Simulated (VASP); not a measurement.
Write the native input for VASP 6.6.1 that does the following.

```yaml
Task: single point
Functional: r2SCAN
Potentials_or_basis: VASP PAW PBE potentials, release 64 (Be, S)
Cutoff: 520 eV
k_mesh: 6 × 6 × 4
Occupations: gaussian, width 0.01 eV
Spin: no spin polarisation
Dipole_correction: no
Further_INCAR_settings: ALGO = Normal; EDIFF = 1e-06; NBANDS = 16
```

The system is BeS.

```
Be S
1.0
     3.46216    0.00000    0.00000
    -1.73108    2.99832    0.00000
     0.00000    0.00000    6.99243
Be S
2 2
Cartesian
  0.0000 1.9989 1.7481
  1.7311 0.9994 5.2443
  1.7311 0.9994 1.7481
  0.0000 1.9989 5.2443
```

These files were run (other wordings do the same):

POSCAR

```
BeS
1.0
    3.4621570489      0.0000000000      0.0000000000
   -1.7310785244      2.9983159563      0.0000000000
    0.0000000000      0.0000000000      6.9924330974
Be S
2 2
Direct
    0.3333333333      0.6666666667      0.2500000000
    0.6666666667      0.3333333333      0.7500000000
    0.6666666667      0.3333333333      0.2500000000
    0.3333333333      0.6666666667      0.7500000000
```

INCAR.step1

```
SYSTEM = BeS
ALGO = Normal ; EDIFF = 1E-4
ENCUT = 520 ; GGA = PE
ISMEAR = 0 ; LASPH = .True.
LCHARG = .False. ; LREAL = .False.
LWAVE = .True. ; NBANDS = 16
NELM = 60 ; PREC = Accurate
SIGMA = 0.01
```

INCAR.step2

```
SYSTEM = BeS
ALGO = Normal ; EDIFF = 1E-6
ENCUT = 520 ; ISIF = 2
ISMEAR = 0 ; ISTART = 1
LASPH = .True. ; LCHARG = .False.
LMIXTAU = .True. ; LREAL = .False.
LWAVE = .False. ; METAGGA = R2SCAN
NBANDS = 16 ; NELM = 60
PREC = Accurate ; SIGMA = 0.01
```

KPOINTS

```
k-points
0
Gamma
  6 6 4
  0 0 0
```

Potentials or basis: VASP PAW PBE potentials, release 64 (Be, S).

Command:

```sh
$ cat potpaw_PBE.64/Be/POTCAR potpaw_PBE.64/S/POTCAR > POTCAR
$ cp INCAR.step1 INCAR
$ mpirun -np 1 vasp_std > vasp.out
$ cp INCAR.step2 INCAR
$ mpirun -np 1 vasp_std > vasp.out
```

Results of the run:

The pressure is -0.1 GPa. The band gap on the k mesh is 4.50 eV, indirect (least direct gap 4.66 eV).

Caveat: the PAW data sets were made with another functional, which shifts forces and pressure a little.

Run time: 54 s on 1 thread of Intel(R) Xeon(R) 6975P-C (Granite Rapids) (shared host), peak memory 0.2 GiB.
